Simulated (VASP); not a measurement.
# KCl (Fm-3m) in VASP: notebook

Runs on KCl. Level: PBE. Tasks: single point.

All numbers are computed with VASP 6.6.1; they aren't measurements. Logs are shortened: lines on timing, memory, paths and dates and some standing lists are left out, and cuts for length are marked.

## Step 1: The cell of the first run

The structure is cubic, space group Fm-3m (No. 225). Conventional cell: a = 5.949 Å, b = 5.949 Å, c = 5.949 Å, α = 90.00°, β = 90.00°, γ = 90.00°. Within 3.9 Å of K (site symmetry m-3m) lie 6 Cl at 2.97 Å. Within 3.9 Å of Cl (site symmetry m-3m) lie 6 K at 2.97 Å.

## Step 2: Single point, PBE (Li replaced by K, lengths x 1.196, strained)

INCAR

```
PREC = Accurate
ENCUT = 500
EDIFF = 1E-6
ISMEAR = 0
SIGMA = 0.1
LREAL = False
LASPH = True
NELM = 120
ALGO = Normal
ISIF = 2
LWAVE = False
LCHARG = False
GGA = PE
NBANDS = 15
GGA_COMPAT = False
```

KPOINTS

```
regular mesh
0
Gamma
  6 6 6
```

POSCAR

```
KCl
1.0
    0.0000000000      2.9745027123      2.9745027123
    2.9745027123      0.0000000000      2.9745027123
    2.9745027123      2.9745027123      0.0000000000
K Cl
1 1
Direct
    0.0000000000      0.0000000000      0.0000000000
    0.5000000000      0.5000000000      0.5000000000
```

Potentials or basis: VASP PAW PBE potentials, release 64 (K_sv, Cl).

Run with:

```sh
$ cat potpaw_PBE.64/K_sv/POTCAR potpaw_PBE.64/Cl/POTCAR > POTCAR
$ mpirun -np 1 vasp_std > vasp.out
```

OUTCAR:

```text
PREC = Accurate
   ENCUT = 500
   EDIFF = 1E-6
   ISMEAR = 0
   LREAL = False
   LASPH = True
   NELM = 120
   ISIF = 2
   GGA = PE

 ion  position               nearest neighbor table
   1  0.000  0.000  0.000-   2 2.97   2 2.97   2 2.97   2 2.97   2 2.97   2 2.97
   2  0.500  0.500  0.500-   1 2.97   1 2.97   1 2.97   1 2.97   1 2.97   1 2.97

  LATTYP: Found a face centered cubic cell.
 ALAT       =     5.9490054246

  Lattice vectors:

 A1 = (   0.0000000000,   2.9745027123,   2.9745027123)
 A2 = (   2.9745027123,   0.0000000000,   2.9745027123)
 A3 = (   2.9745027123,   2.9745027123,   0.0000000000)

Analysis of symmetry for initial positions (statically):
=====================================================================
 Subroutine PRICEL returns:
 Original cell was already a primitive cell.

 Routine SETGRP: Setting up the symmetry group for a
 face centered cubic supercell.

 Subroutine GETGRP returns: Found 48 space group operations
 (whereof 48 operations were pure point group operations)
 out of a pool of 48 trial point group operations.

The static configuration has the point symmetry O_h .

Analysis of symmetry for dynamics (positions and initial velocities):
=====================================================================
 Subroutine PRICEL returns:
 Original cell was already a primitive cell.

 Routine SETGRP: Setting up the symmetry group for a
 face centered cubic supercell.

 Subroutine GETGRP returns: Found 48 space group operations
 (whereof 48 operations were pure point group operations)
 out of a pool of 48 trial point group operations.

The dynamic configuration has the point symmetry O_h .

 Subroutine INISYM returns: Found 48 space group operations
 (whereof 48 operations are pure point group operations),
 and found     1 'primitive' translations

----------------------------------------------------------------------------------------

                                     Primitive cell

  volume of cell :      52.6348

  direct lattice vectors                    reciprocal lattice vectors
     0.000000000  2.974502712  2.974502712    -0.168095325  0.168095325  0.168095325
     2.974502712  0.000000000  2.974502712     0.168095325 -0.168095325  0.168095325
     2.974502712  2.974502712  0.000000000     0.168095325  0.168095325 -0.168095325

  length of vectors
     4.206582077  4.206582077  4.206582077     0.291149643  0.291149643  0.291149643

  position of ions in fractional coordinates (direct lattice)
     0.000000000  0.000000000  0.000000000
     0.500000000  0.500000000  0.500000000

  ion indices of the primitive-cell ions
   primitive index   ion index
                 1           1
                 2           2

----------------------------------------------------------------------------------------

 KPOINTS: regular mesh

Automatic generation of k-mesh.
 Grid dimensions read from file:
 generate k-points for:    6    6    6

 Generating k-lattice:

  Cartesian coordinates                     Fractional coordinates (reciprocal lattice)
    -0.028015887  0.028015887  0.028015887     0.166666667  0.000000000  0.000000000
     0.028015887 -0.028015887  0.028015887     0.000000000  0.166666667  0.000000000
     0.028015887  0.028015887 -0.028015887     0.000000000  0.000000000  0.166666667

  Length of vectors
     0.048524941  0.048524941  0.048524941

  Shift w.r.t. Gamma in fractional coordinates (k-lattice)
     0.000000000  0.000000000  0.000000000

 Subroutine IBZKPT returns following result:
 ===========================================

 Found     16 irreducible k-points:

 Following reciprocal coordinates:
            Coordinates               Weight
  0.000000  0.000000  0.000000      1.000000
  0.166667  0.000000  0.000000      8.000000
  0.333333  0.000000  0.000000      8.000000
  0.500000  0.000000  0.000000      4.000000
  0.166667  0.166667  0.000000      6.000000
  0.333333  0.166667  0.000000     24.000000
[... 8 lines left out ...]
 -0.333333  0.333333  0.166667     24.000000
 -0.333333  0.500000  0.166667     12.000000
   k-points           NKPTS =     16   k-points in BZ     NKDIM =     16   number of bands    NBANDS=     15
   number of dos      NEDOS =    301   number of ions     NIONS =      2
   total plane-waves  NPLWV =  32768
   dimension x,y,z NGX =    32 NGY =   32 NGZ =   32
   dimension x,y,z NGXF=    64 NGYF=   64 NGZF=   64
   ions per type =               1   1
   NGX,Y,Z   is equivalent  to a cutoff of  12.65, 12.65, 12.65 a.u.
   NGXF,Y,Z  is equivalent  to a cutoff of  25.29, 25.29, 25.29 a.u.
 SYSTEM =  unknown system
   PREC   = accura    normal or accurate (medium, high low for compatibility)
   ISTART =      0    job   : 0-new  1-cont  2-samecut
   ICHARG =      2    charge: 1-file 2-atom 10-const
   ISPIN  =      1    spin polarized calculation?
   LNONCOLLINEAR =      F non collinear calculations
   LSORBIT =      F    spin-orbit coupling
   LASPH  =      T    aspherical Exc in radial PAW
   ENCUT  =  500.0 eV  36.75 Ry    6.06 a.u.   7.67  7.67  7.67*2*pi/ulx,y,z
   NELM   =    120;   NELMIN=  2; NELMDL= -5     # of ELM steps
   EDIFF  = 0.1E-05   stopping-criterion for ELM
   LREAL  =      F    real-space projection
   EDIFFG = 0.1E-04   stopping-criterion for IOM
   NSW    =      0    number of steps for IOM
   IBRION =     -1    ionic relax: 0-MD 1-quasi-New 2-CG
   NFREE  =      0    steps in history (QN), initial steepest desc. (CG)
   ISIF   =      2    stress and relaxation
   ISYM   =      2    0-nonsym 1-usesym 2-fastsym
   POTIM  = 0.5000    time-step for ionic-motion
   TEBEG  =    0.0;   TEEND  =   0.0 temperature during run
   PSTRESS=    0.0 pullay stress
   NELECT =      16.0000    total number of electrons
   NUPDOWN=      -1.0000    fix difference up-down
   EMIN   =  10.00;   EMAX   =-10.00  energy-range for DOS
   EFERMI =   0.00;   METHOD = LEGACY
   ISMEAR =     0;   SIGMA  =   0.10  broadening in eV -4-tet -1-fermi 0-gaus
   EFERMI_NEDOS =   21; number of points for ismear=-14 and -15
   IALGO  =     38    algorithm
   IMIX   =      4    mixing-type and parameters
     AMIX     =   0.40;   BMIX     =  1.00
     AMIX_MAG =   1.60;   BMIX_MAG =  1.00
  volume/ion in A,a.u.               =      26.32       177.60
  Fermi-wavevector in a.u.,A,eV,Ry     =   1.100754  2.080124 16.485641  1.211660
  Thomas-Fermi vector in A             =   2.237171
   LORBIT       =      0    0 simple, 1 ext, 2 COOP (PROOUT), +10 PAW based schemes
   GGA     = PE    functional components
   LHFCALC =     F    Hartree Fock is set to
   AEXX    =    0.0000 exact exchange contribution
   IVDW    =     0    specifies the selected vdW correction
   LEPSILON=     F    determine dielectric tensor
   LRPA    =     F    only Hartree local field effects (RPA)
 non-spin polarized calculation
 Gauss-broadening in eV      SIGMA  =   0.10
  energy-cutoff  :      500.00
  volume of cell :       52.63
 maximum number of plane-waves:      1363
 NGX is ok and might be reduce to    32
   NGX = 15   NGY = 15   NGZ = 15

 number of electron      15.9999999 magnetization

 Free energy of the ion-electron system (eV)
  ---------------------------------------------------
  ext. energy  EPLUGINS =         0.00000000
  ---------------------------------------------------
  free energy    TOTEN  =        -6.62458996 eV

  energy without entropy =       -6.62458996  energy(sigma->0) =       -6.62458996

 E-fermi :  -0.5406     XC(G=0):  -8.2552

 val. band max:       -1.0731738664   @ k =   0.0000   0.0000   0.0000
 cond. band min:       4.7554762848   @ k =   0.0000   0.0000   0.0000
 fundamental gap:      5.8286501512
 Fermi energy:        -0.5406350043

 k-point     1 :       0.0000    0.0000    0.0000
  band No.  band energies     occupation
      1     -27.9060      2.00000
      2     -13.4141      2.00000
      3     -11.3664      2.00000
      4     -11.3664      2.00000
      5     -11.3664      2.00000
      6      -1.0732      2.00000
      7      -1.0732      2.00000
      8      -1.0732      2.00000
      9       4.7555      0.00000
     10       7.3385      0.00000
     11       7.3385      0.00000
     12       7.3385      0.00000
     13       8.3150      0.00000
     14       8.3150      0.00000
     15      12.4827      0.00000

 k-point     2 :       0.1667    0.0000    0.0000
  band No.  band energies     occupation
      1     -27.8996      2.00000
      2     -13.4932      2.00000
      3     -11.3698      2.00000
      4     -11.3698      2.00000
      5     -11.2663      2.00000
      6      -1.4876      2.00000
      7      -1.2048      2.00000
      8      -1.2048      2.00000
      9       5.4870      0.00000
     10       7.2107      0.00000
     11       7.7464      0.00000
     12       7.7464      0.00000
     13       8.8063      0.00000
     14       8.8063      0.00000
     15      13.5826      0.00000

 k-point     3 :       0.3333    0.0000    0.0000
  band No.  band energies     occupation
      1     -27.8869      2.00000
      2     -13.6342      2.00000
      3     -11.3764      2.00000
      4     -11.3764      2.00000
      5     -11.0809      2.00000
      6      -2.1651      2.00000
      7      -1.4489      2.00000
      8      -1.4489      2.00000
      9       6.6270      0.00000
     10       7.6309      0.00000
     11       8.8633      0.00000
     12       8.8633      0.00000
     13      10.0400      0.00000
     14      10.0400      0.00000
     15      12.8804      0.00000
[... 199 lines left out ...]
 k-point    15 :      -0.3333    0.3333    0.1667
  band No.  band energies     occupation
      1     -27.8750      2.00000
      2     -13.4959      2.00000
      3     -11.5131      2.00000
      4     -11.4789      2.00000
      5     -11.1906      2.00000
      6      -1.9883      2.00000
      7      -1.6139      2.00000
      8      -1.5505      2.00000
      9       7.1689      0.00000
     10       7.4075      0.00000
     11       9.4629      0.00000
     12       9.6644      0.00000
     13      10.7481      0.00000
     14      11.6278      0.00000
     15      11.6785      0.00000

 k-point    16 :      -0.3333    0.5000    0.1667
  band No.  band energies     occupation
      1     -27.8732      2.00000
      2     -13.3819      2.00000
      3     -11.5980      2.00000
      4     -11.5141      2.00000
      5     -11.2843      2.00000
      6      -1.7382      2.00000
      7      -1.6435      2.00000
      8      -1.4941      2.00000
      9       6.1689      0.00000
     10       8.3351      0.00000
     11       8.8236      0.00000
     12       9.8088      0.00000
     13      10.4745      0.00000
     14      11.2957      0.00000
     15      12.2303      0.00000

------------------------ aborting loop because EDIFF is reached ----------------------------------------

  FORCE on cell =-STRESS in cart. coord.  units (eV):
  Direction    XX          YY          ZZ          XY          YZ          ZX
  --------------------------------------------------------------------------------------
  -------------------------------------------------------------------------------------
  Total        1.8991056      1.8991056      1.8991056      0.0000000     -0.0000000      0.0000000
  in kB       57.8078196     57.8078196     57.8078196      0.0000000     -0.0000000      0.0000000
  external PRESSURE =      57.8078196 kB  Pullay stress =       0.0000000 kB

 VOLUME and BASIS-vectors are now :
 -----------------------------------------------------------------------------
  energy-cutoff  :      500.00
  volume of cell :       52.63
      direct lattice vectors                 reciprocal lattice vectors
     0.000000000  2.974502712  2.974502712    -0.168095325  0.168095325  0.168095325
     2.974502712  0.000000000  2.974502712     0.168095325 -0.168095325  0.168095325
     2.974502712  2.974502712  0.000000000     0.168095325  0.168095325 -0.168095325

 POSITION                                       TOTAL-FORCE (eV/Angst)
 -----------------------------------------------------------------------------------
      0.00000      0.00000      0.00000        -0.000000      0.000000      0.000000
      2.97450      2.97450      2.97450         0.000000     -0.000000     -0.000000
 -----------------------------------------------------------------------------------
    total drift:                                0.000000     -0.000000     -0.000000

  FREE ENERGIE OF THE ION-ELECTRON SYSTEM (eV)
  ---------------------------------------------------
  free  energy   TOTEN  =        -6.6245899589 eV

  energy  without entropy=       -6.6245899589  energy(sigma->0) =       -6.62458996
```

Wall time 9.7 s (1 thread of Intel Xeon Platinum 8375C at 2.90GHz (Ice Lake), shared host); peak memory 0.17 GiB.

What came out:

```
Free energy            : -6.6246 eV
Pressure               : 5.8 GPa
Band gap on the k mesh : 5.83 eV
```

Caveat: the cell differs from its parent crystal (Li replaced by K, lengths x 1.196, strained); the cell stands under pressure.

## Step 3: Single point, PBE (Li replaced by K, lengths x 1.196, strained)

INCAR

```
ALGO     = Normal         # electronic algorithm
EDIFF    = 1E-6           # SCF threshold, eV
ENCUT    = 500            # plane-wave cutoff, eV
GGA      = PE             # functional
GGA_COMPAT= False        
ISIF     = 2              # what is computed and relaxed
ISMEAR   = 0              # smearing method
LASPH    = True           # aspherical terms in the spheres
LCHARG   = False          # write CHGCAR
LREAL    = False          # projectors in reciprocal space
LWAVE    = False          # write WAVECAR
NBANDS   = 15             # bands
NELM     = 120            # most SCF steps
PREC     = Accurate       # precision mode
SIGMA    = 0.1            # smearing width, eV
```

KPOINTS

```
k-points
0
Gamma
  6 6 6
```

POSCAR

```
KCl
1.0
    0.0000000000      3.0373365445      3.0373365445
    3.0373365445      0.0000000000      3.0373365445
    3.0373365445      3.0373365445      0.0000000000
K Cl
1 1
Direct
    0.0000000000      0.0000000000      0.0000000000
    0.5000000000      0.5000000000      0.5000000000
```

Potentials or basis: VASP PAW PBE potentials, release 64 (K_sv, Cl).

Run with:

```sh
$ cat potpaw_PBE.64/K_sv/POTCAR potpaw_PBE.64/Cl/POTCAR > POTCAR
$ mpirun -np 1 vasp_std > vasp.out
```

OUTCAR:

```text
EDIFF = 1E-6
   ENCUT = 500
   GGA = PE
   ISIF = 2
   ISMEAR = 0
   LASPH = True
   LREAL = False
   NELM = 120
   PREC = Accurate

 ion  position               nearest neighbor table
   1  0.000  0.000  0.000-   2 3.04   2 3.04   2 3.04   2 3.04   2 3.04   2 3.04
   2  0.500  0.500  0.500-   1 3.04   1 3.04   1 3.04   1 3.04   1 3.04   1 3.04

  LATTYP: Found a face centered cubic cell.
 ALAT       =     6.0746730890

  Lattice vectors:

 A1 = (   0.0000000000,   3.0373365445,   3.0373365445)
 A2 = (   3.0373365445,   0.0000000000,   3.0373365445)
 A3 = (   3.0373365445,   3.0373365445,   0.0000000000)

Analysis of symmetry for initial positions (statically):
=====================================================================
 Subroutine PRICEL returns:
 Original cell was already a primitive cell.

 Routine SETGRP: Setting up the symmetry group for a
 face centered cubic supercell.

 Subroutine GETGRP returns: Found 48 space group operations
 (whereof 48 operations were pure point group operations)
 out of a pool of 48 trial point group operations.

The static configuration has the point symmetry O_h .

Analysis of symmetry for dynamics (positions and initial velocities):
[... 166 lines left out ...]
      8      -1.3828      2.00000
      9       4.1925      0.00000
     10       7.0329      0.00000
     11       7.0329      0.00000
     12       7.0329      0.00000
     13       7.9704      0.00000
     14       7.9704      0.00000
[... 257 lines left out ...]
      2     -13.6005      2.00000
      3     -11.9837      2.00000
      4     -11.9180      2.00000
      5     -11.7321      2.00000
      6      -2.0163      2.00000
      7      -1.8935      2.00000
      8      -1.7820      2.00000
      9       5.8799      0.00000
     10       7.8560      0.00000
     11       8.2147      0.00000
     12       9.2381      0.00000
     13       9.9355      0.00000
     14      10.7448      0.00000
     15      11.5398      0.00000

------------------------ aborting loop because EDIFF is reached ----------------------------------------

  FORCE on cell =-STRESS in cart. coord.  units (eV):
  Direction    XX          YY          ZZ          XY          YZ          ZX
  --------------------------------------------------------------------------------------
  -------------------------------------------------------------------------------------
  Total        1.2207981      1.2207981      1.2207981      0.0000000      0.0000000     -0.0000000
  in kB       34.9016293     34.9016293     34.9016293      0.0000000      0.0000000     -0.0000000
  external PRESSURE =      34.9016293 kB  Pullay stress =       0.0000000 kB

 VOLUME and BASIS-vectors are now :
 -----------------------------------------------------------------------------
  energy-cutoff  :      500.00
  volume of cell :       56.04
      direct lattice vectors                 reciprocal lattice vectors
     0.000000000  3.037336545  3.037336545    -0.164617912  0.164617912  0.164617912
     3.037336545  0.000000000  3.037336545     0.164617912 -0.164617912  0.164617912
     3.037336545  3.037336545  0.000000000     0.164617912  0.164617912 -0.164617912

 POSITION                                       TOTAL-FORCE (eV/Angst)
 -----------------------------------------------------------------------------------
      0.00000      0.00000      0.00000         0.000000     -0.000000      0.000000
      3.03734      3.03734      3.03734        -0.000000      0.000000     -0.000000
 -----------------------------------------------------------------------------------
    total drift:                                0.000000     -0.000000     -0.000000

  FREE ENERGIE OF THE ION-ELECTRON SYSTEM (eV)
  ---------------------------------------------------
  free  energy   TOTEN  =        -6.7231838102 eV

  energy  without entropy=       -6.7231838102  energy(sigma->0) =       -6.72318381
```

Wall time 8.9 s (1 thread of Intel Xeon Platinum 8375C at 2.90GHz (Ice Lake), shared host); peak memory 0.17 GiB.

Results:

```
Free energy            : -6.7232 eV
Pressure               : 3.5 GPa
Band gap on the k mesh : 5.58 eV
```

Caveat: the cell differs from its parent crystal (Li replaced by K, lengths x 1.196, strained); the cell stands under pressure.
